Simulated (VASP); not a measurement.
Set up this calculation in VASP 6.6.1, as the native input.

```yaml
Task: relaxation of cell and atoms
Functional: BLYP
Potentials_or_basis: VASP PAW PBE potentials, release 64 (Ti_sv, Si)
Cutoff: 600 eV
k_mesh: 7 × 7 × 10
Occupations: fermi-dirac, width 0.05 eV
Spin: no spin polarisation
Dipole_correction: no
Further_INCAR_settings: ALGO = Normal; EDIFF = 1e-06; IBRION = 2; EDIFFG = -0.01; NSW = 60; ISIF = 3
```

The structure of TiSi2 lies in POSCAR:

```
TiSi2
1.0
    4.3746400000      0.0000000000      0.0000000000
   -2.1873200000      3.7885500000      0.0000000000
    0.0000000000      0.0000000000      2.5610100000
Ti Si
1 2
Direct
    0.0000000000      0.0000000000      0.0000000000
    0.3333300000      0.6666700000      0.5000000000
    0.6666700000      0.3333300000      0.5000000000
```

One way to write it, as run:

INCAR

```
SYSTEM = TiSi2
PREC = Accurate
ENCUT = 600
EDIFF = 1E-6
ISMEAR = -1
SIGMA = 0.05
LREAL = .False.
LASPH = .True.
NELM = 60
ALGO = Normal
ISIF = 3
LWAVE = .False.
LCHARG = .False.
GGA = B5
ALDAX = 1.0
AGGAX = 1.0
AGGAC = 1.0
ALDAC = 0.0
IBRION = 2
NSW = 60
EDIFFG = -0.01
```

KPOINTS

```
regular mesh
0
Gamma
  7 7 10
  0 0 0
```

Potentials or basis: VASP PAW PBE potentials, release 64 (Ti_sv, Si).

The run is started by

```bash
$ cat potpaw_PBE.64/Ti_sv/POTCAR potpaw_PBE.64/Si/POTCAR > POTCAR
$ mpirun -np 1 vasp_std > vasp.out
```

Results of the run:

```json
{
  "Relaxed volume": "15.04 Å³/atom",
  "Relaxed cell": "a = 4.502 Å, b = 4.502 Å, c = 2.571 Å, α = 90.00°, β = 90.00°, γ = 120.00°",
  "Space group after relaxing (to 0.1 Å)": "P6/mmm (No. 191)",
  "Energy gained by relaxing": "20.2 meV/atom",
  "Ionic steps": "5",
  "Pressure after relaxing": "0.0 GPa",
  "Band gap on the k mesh": "zero (bands 10 and 11 overlap by 2.45 eV)"
}
```

Caveat: the PAW data sets were made with another functional, which shifts forces and pressure a little.

Wall time 2.4 min on 1 thread of Intel(R) Xeon(R) Platinum 8488C (Sapphire Rapids), with other jobs on the host, peak memory 0.22 GiB.
